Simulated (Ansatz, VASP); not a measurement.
## Two plane-wave programs on O

The input INCAR:

```
  ALGO = Normal
  EDIFF = 1E-6
  ENCUT = 520
  GGA = PE
  ISIF = 2
  ISMEAR = -1
  LASPH = T
  LCHARG = T
  LELF = T
  LREAL = F
  LVHAR = T
  LWAVE = F
  NBANDS = 20
  NELM = 60
  PREC = Accurate
  SIGMA = 0.05
```

KPOINTS

```
k-points
0
Gamma
  12 12 4
```

Contents of POSCAR:

```
O
1.0
    2.4581945932      0.0000000000      0.0000000000
   -1.2290972966      2.1288589651      0.0000000000
    0.0000000000      0.0000000000      7.8073262400
O
4
Direct
    0.3428040000      0.6860220000      0.1652320000
    0.6543210000      0.3140860000      0.8277320000
    0.6456750000      0.3308630000      0.6754640000
    0.3280350000      0.6789260000      0.3276850000
```

Contents of input.yaml:

```yaml
crystal:
  lattice:
    - [2.4581945932, 0.0, 0.0]
    - [-1.2290972966, 2.1288589651, 0.0]
    - [0.0, 0.0, 7.80732624]
  atoms:
    - { symbol: O, position: [0.342804, 0.686022, 0.165232] }
    - { symbol: O, position: [0.654321, 0.314086, 0.827732] }
    - { symbol: O, position: [0.645675, 0.330863, 0.675464] }
    - { symbol: O, position: [0.328035, 0.678926, 0.327685] }
hamiltonian:
  xc: pbe
  pseudopotentials: { kind: paw }
kpoints:
  mp_grid: { grid: [12, 12, 4] }
scf:
  occupations: { method: fermi_dirac, width: 0.05 }
output:
  forces: true
  stress: true
  eigenvalues: true
  write_density: true
  write_potential: true
  elf: true
  volumetric_format: npy
```

Change from the starting cell: atoms moved at random, drawn with an rms of 0.05 Å.

Alike in both runs: task single point; functional PBE; k mesh 12 × 12 × 4; occupations fermi-dirac, width 0.05 eV; no spin polarisation.

|  | VASP | Ansatz |
| --- | --- | --- |
| version | VASP 6.6.1 | Ansatz 0.2.0 |
| potentials or method | VASP PAW PBE potentials, release 64 (O) | Ansatz PAW |
| plane-wave cutoff (eV) | 520 | 420 |
| valence electrons in the cell | 24 | 24 |

|  | VASP | Ansatz | Ansatz less VASP |
| --- | --- | --- | --- |
| gap on the k mesh at the Fermi level (eV) | none | none | - |
| pressure (GPa) | 4.8 | 1.6 | -3.26 |
| traceless stress, the component that is largest in VASP (GPa) | 1.35 | 1.62 | +0.271 |
| rms of the force components (eV/Å) | 1.649 | 1.495 | -0.1537 |

Atom by atom the forces differ by 0.705 eV/Å (rms over components). A gap of «none» marks a metal or a gap that the smearing closes.

Noted on VASP's run: the standard files for N, O and F lose accuracy on very short bonds; spin is off for a triplet molecule. Noted on Ansatz's run: Pulay correction over one GPa; spin is off for a triplet molecule.
